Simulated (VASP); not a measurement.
# TiOsC4N4 (P-43m) in VASP: further runs, part 2 of 2

VASP 6.6.1. Earlier steps stand in the parts before.

### 3 Single point, PBE, collinear spin

Input file INCAR:

```
SYSTEM = TiOsC4N4
PREC     = Accurate       ! precision mode
ENCUT    = 520            ! plane-wave cutoff, eV
EDIFF    = 1E-7           ! SCF threshold, eV
ISMEAR   = 0              ! smearing method
SIGMA    = 0.1            ! smearing width, eV
LREAL    = .FALSE.        ! projectors in reciprocal space
LASPH    = .TRUE.         ! aspherical terms in the spheres
NELM     = 150            ! most SCF steps
ALGO     = Normal         ! electronic algorithm
ISIF     = 2              ! what is computed and relaxed
LWAVE    = .FALSE.        ! write WAVECAR
LCHARG   = .TRUE.         ! write CHGCAR
ISPIN    = 2              ! spin polarisation
MAGMOM   = 1 1 0 0 0 0 0 0 0 0 ! initial moments
LORBIT   = 11             ! projections on sites
LMAXMIX  = 4              ! l up to which the mixer works
GGA      = PE             ! functional
LELF     = .TRUE.         ! ELF
LVHAR    = .TRUE.       
NBANDS   = 43             ! bands
```

Input file KPOINTS:

```
Automatic mesh
0
G
  4 4 4
  0 0 0
```

Input file POSCAR:

```
TiOsC4N4
1.0
    5.8188469490      0.0000000000      0.0000000000
    0.0000000000      5.8188469490      0.0000000000
    0.0000000000      0.0000000000      5.8188469490
Ti Os C N
1 1 4 4
Direct
    0.5000000000      0.5000000000      0.5000000000
    0.0000000000      0.0000000000      0.0000000000
    0.1894864156      0.1894864156      0.1894864156
    0.1894864156      0.8105135844      0.8105135844
    0.8105135844      0.1894864156      0.8105135844
    0.8105135844      0.8105135844      0.1894864156
    0.3090777133      0.3090777133      0.3090777133
    0.3090777133      0.6909222867      0.6909222867
    0.6909222867      0.3090777133      0.6909222867
    0.6909222867      0.6909222867      0.3090777133
```

Potentials or basis: VASP PAW PBE potentials, release 64 (Ti_sv, Os, C, N).

Run with:

```
$ cat potpaw_PBE.64/Ti_sv/POTCAR potpaw_PBE.64/Os/POTCAR potpaw_PBE.64/C/POTCAR potpaw_PBE.64/N/POTCAR > POTCAR
$ mpirun -np 1 vasp_std > vasp.out
```

OUTCAR:

```text
SYSTEM = TiOsC4N4
   PREC = Accurate
   ENCUT = 520
   EDIFF = 1E-7
   ISMEAR = 0
   LREAL = .FALSE.
   LASPH = .TRUE.
   NELM = 150
   ISIF = 2
   ISPIN = 2
   LORBIT = 11
   GGA = PE

 ion  position               nearest neighbor table
   1  0.500  0.500  0.500-   7 1.92   8 1.92   9 1.92  10 1.92
   2  0.000  0.000  0.000-   3 1.91   4 1.91   5 1.91   6 1.91
   3  0.189  0.189  0.189-   7 1.21   2 1.91
   4  0.189  0.811  0.811-   8 1.21   2 1.91
   5  0.811  0.189  0.811-   9 1.21   2 1.91
   6  0.811  0.811  0.189-  10 1.21   2 1.91
   7  0.309  0.309  0.309-   3 1.21   1 1.92
   8  0.309  0.691  0.691-   4 1.21   1 1.92
   9  0.691  0.309  0.691-   5 1.21   1 1.92
  10  0.691  0.691  0.309-   6 1.21   1 1.92

  LATTYP: Found a simple cubic cell.
 ALAT       =     5.8188469490

  Lattice vectors:

 A1 = (   5.8188469490,   0.0000000000,   0.0000000000)
 A2 = (   0.0000000000,   5.8188469490,   0.0000000000)
 A3 = (   0.0000000000,   0.0000000000,   5.8188469490)

Analysis of symmetry for initial positions (statically):
=====================================================================
 Subroutine PRICEL returns:
 Original cell was already a primitive cell.

 Routine SETGRP: Setting up the symmetry group for a
 simple cubic supercell.

 Subroutine GETGRP returns: Found 24 space group operations
 (whereof 24 operations were pure point group operations)
 out of a pool of 48 trial point group operations.

The static configuration has the point symmetry T_d .

Analysis of symmetry for dynamics (positions and initial velocities):
=====================================================================
 Subroutine PRICEL returns:
 Original cell was already a primitive cell.

 Routine SETGRP: Setting up the symmetry group for a
 simple cubic supercell.

 Subroutine GETGRP returns: Found 24 space group operations
 (whereof 24 operations were pure point group operations)
 out of a pool of 48 trial point group operations.

The dynamic configuration has the point symmetry T_d .

Analysis of structural, dynamic, and magnetic symmetry:
=====================================================================
 Subroutine PRICEL returns:
 Original cell was already a primitive cell.

 Routine SETGRP: Setting up the symmetry group for a
 simple cubic supercell.

 Subroutine GETGRP returns: Found 24 space group operations
 (whereof 24 operations were pure point group operations)
 out of a pool of 48 trial point group operations.

The overall configuration has the point symmetry T_d .

 Subroutine INISYM returns: Found 24 space group operations
 (whereof 24 operations are pure point group operations),
 and found     1 'primitive' translations

----------------------------------------------------------------------------------------

                                     Primitive cell

  volume of cell :     197.0202

  direct lattice vectors                    reciprocal lattice vectors
     5.818846949  0.000000000  0.000000000     0.171855354  0.000000000  0.000000000
     0.000000000  5.818846949  0.000000000     0.000000000  0.171855354  0.000000000
     0.000000000  0.000000000  5.818846949     0.000000000  0.000000000  0.171855354

  length of vectors
     5.818846949  5.818846949  5.818846949     0.171855354  0.171855354  0.171855354

  position of ions in fractional coordinates (direct lattice)
     0.500000000  0.500000000  0.500000000
     0.000000000  0.000000000  0.000000000
[... 101 lines left out ...]
  Thomas-Fermi vector in A             =   2.212267
   LORBIT       =     11    0 simple, 1 ext, 2 COOP (PROOUT), +10 PAW based schemes
   GGA     = PE    functional components
   LHFCALC =     F    Hartree Fock is set to
   AEXX    =    0.0000 exact exchange contribution
   IVDW    =     0    specifies the selected vdW correction
   LEPSILON=     F    determine dielectric tensor
   LRPA    =     F    only Hartree local field effects (RPA)
 spin polarized calculation
 Gauss-broadening in eV      SIGMA  =   0.10
  energy-cutoff  :      520.00
  volume of cell :      197.02
 maximum number of plane-waves:      5400
 NGX is ok and might be reduce to    48
   NGX = 21   NGY = 21   NGZ = 21

 number of electron      56.0000009 magnetization       0.0584267

 Free energy of the ion-electron system (eV)
  ---------------------------------------------------
  ext. energy  EPLUGINS =         0.00000000
  ---------------------------------------------------
  free energy    TOTEN  =       -87.39066904 eV

  energy without entropy =      -87.34371087  energy(sigma->0) =      -87.36718996

 E-fermi :   0.1152     XC(G=0):  -7.6064

 val. band max:        0.1022175905   @ k =   0.5000   0.2500   0.2500
 cond. band min:       0.1360540403   @ k =   0.2500   0.2500   0.0000
 fundamental gap:      0.0338364498
 Fermi energy:         0.1152072306

 spin component 1

 k-point     1 :       0.0000    0.0000    0.0000
  band No.  band energies     occupation
      1     -57.4411      1.00000
      2     -33.7258      1.00000
      3     -33.7258      1.00000
      4     -33.7258      1.00000
      5     -17.9354      1.00000
      6     -17.7758      1.00000
[... 419 lines left out ...]
     39       6.0234      0.00000
     40       6.0234      0.00000
 Fermi energy:         0.1152072306

 spin component 2

 k-point     1 :       0.0000    0.0000    0.0000
  band No.  band energies     occupation
      1     -57.4371      1.00000
      2     -33.7218      1.00000
      3     -33.7218      1.00000
      4     -33.7218      1.00000
      5     -17.9317      1.00000
      6     -17.7722      1.00000
[... 419 lines left out ...]
     39       6.0314      0.00000
     40       6.0314      0.00000
 [bands above 40 left out]

------------------------ aborting loop because EDIFF is reached ----------------------------------------

  FORCE on cell =-STRESS in cart. coord.  units (eV):
  Direction    XX          YY          ZZ          XY          YZ          ZX
  --------------------------------------------------------------------------------------
  -------------------------------------------------------------------------------------
  Total        0.4611757      0.4611757      0.4611757      0.0000000      0.0000000      0.0000000
  in kB        3.7503014      3.7503014      3.7503014      0.0000000      0.0000000      0.0000000
  external PRESSURE =       3.7503014 kB  Pullay stress =       0.0000000 kB

 VOLUME and BASIS-vectors are now :
 -----------------------------------------------------------------------------
  energy-cutoff  :      520.00
  volume of cell :      197.02
      direct lattice vectors                 reciprocal lattice vectors
     5.818846949  0.000000000  0.000000000     0.171855354  0.000000000  0.000000000
     0.000000000  5.818846949  0.000000000     0.000000000  0.171855354  0.000000000
     0.000000000  0.000000000  5.818846949     0.000000000  0.000000000  0.171855354

 POSITION                                       TOTAL-FORCE (eV/Angst)
 -----------------------------------------------------------------------------------
      2.90942      2.90942      2.90942         0.000000      0.000000      0.000000
      0.00000      0.00000      0.00000         0.000000      0.000000      0.000000
      1.10259      1.10259      1.10259        -0.046663     -0.046663     -0.046663
      1.10259      4.71625      4.71625        -0.046663      0.046663      0.046663
      4.71625      1.10259      4.71625         0.046663     -0.046663      0.046663
      4.71625      4.71625      1.10259         0.046663      0.046663     -0.046663
      1.79848      1.79848      1.79848         0.114047      0.114047      0.114047
      1.79848      4.02037      4.02037         0.114047     -0.114047     -0.114047
      4.02037      1.79848      4.02037        -0.114047      0.114047     -0.114047
      4.02037      4.02037      1.79848        -0.114047     -0.114047      0.114047
 -----------------------------------------------------------------------------------
    total drift:                               -0.000000     -0.000000     -0.000000

  FREE ENERGIE OF THE ION-ELECTRON SYSTEM (eV)
  ---------------------------------------------------
  free  energy   TOTEN  =       -87.3906690437 eV

  energy  without entropy=      -87.3437108700  energy(sigma->0) =      -87.36718996

 total charge

# of ion       s       p       d       tot
------------------------------------------
    1        2.225   6.234   1.888  10.347
    2        0.732   0.960   6.205   7.897
    3        0.936   1.609   0.000   2.544
    4        0.936   1.609   0.000   2.544
    5        0.936   1.609   0.000   2.544
    6        0.936   1.609   0.000   2.544
    7        1.290   2.611   0.000   3.901
    8        1.290   2.611   0.000   3.901
    9        1.290   2.611   0.000   3.901
   10        1.290   2.611   0.000   3.901
--------------------------------------------------
tot         11.861  24.072   8.093  44.026

 magnetization (x)

# of ion       s       p       d       tot
------------------------------------------
    1        0.000   0.000   0.004   0.004
    2        0.000   0.006   0.015   0.021
    3        0.000   0.001   0.000   0.001
    4        0.000   0.001   0.000   0.001
    5        0.000   0.001   0.000   0.001
    6        0.000   0.001   0.000   0.001
    7        0.000   0.002   0.000   0.003
    8        0.000   0.002   0.000   0.003
    9        0.000   0.002   0.000   0.003
   10        0.000   0.002   0.000   0.003
--------------------------------------------------
tot          0.002   0.018   0.019   0.039
```

Wall time 6.9 min (1 thread of AMD EPYC 9R45 (Zen 5), shared host); peak memory 0.46 GiB.

Results:

* Free energy: -87.3907 eV
* Pressure: 0.4 GPa
* Largest force: 0.198 eV/Å
* Net moment: 0.06 μB per cell
* Site moments: Ti +0.00; Os +0.02; C +0.00; N +0.00 μB
* Valence electrons inside the program's atomic spheres: Ti 10.35; Os 7.90; C 2.54; N 3.90

Forces in eV/Å, atoms in the order of the input:
```
Ti   0.000  0.000  0.000
Os   0.000  0.000  0.000
C   -0.047 -0.047 -0.047
C   -0.047  0.047  0.047
C    0.047 -0.047  0.047
C    0.047  0.047 -0.047
N    0.114  0.114  0.114
N    0.114 -0.114 -0.114
N   -0.114  0.114 -0.114
N   -0.114 -0.114  0.114
```

Levels at points of the mesh, in eV from the Fermi level:
Spin up:
```csv
k point,band 24,band 25,band 26,band 27,band 28,band 29,band 30,band 31,band 32,band 33
"(0.00, 0.00, 0.00)",-3.94,-2.15,-2.15,-0.26,-0.26,-0.26,1.51,1.51,2.44,2.44
"(0.50, 0.00, 0.00)",-4.10,-1.93,-1.45,-0.65,-0.03,-0.03,0.82,1.93,2.26,2.26
"(0.50, 0.50, 0.00)",-4.08,-1.86,-1.47,-0.52,0.19,0.19,0.78,1.99,2.09,2.09
"(0.50, 0.50, 0.50)",-3.79,-2.14,-2.14,0.09,0.09,0.09,1.55,1.55,2.37,2.37
```
Spin down:
```
           k point  band 26  band 27  band 28  band 29  band 30  band 31
(0.00, 0.00, 0.00)    -2.14    -0.24    -0.24    -0.24     1.51     1.51
(0.50, 0.00, 0.00)    -1.44    -0.64    -0.02    -0.02     0.83     1.94
(0.50, 0.50, 0.00)    -1.46    -0.51     0.20     0.20     0.79     2.00
(0.50, 0.50, 0.50)    -2.13     0.10     0.10     0.10     1.56     1.56
```

Caveat: spin-orbit coupling is left out, which moves the levels of the heavy elements.
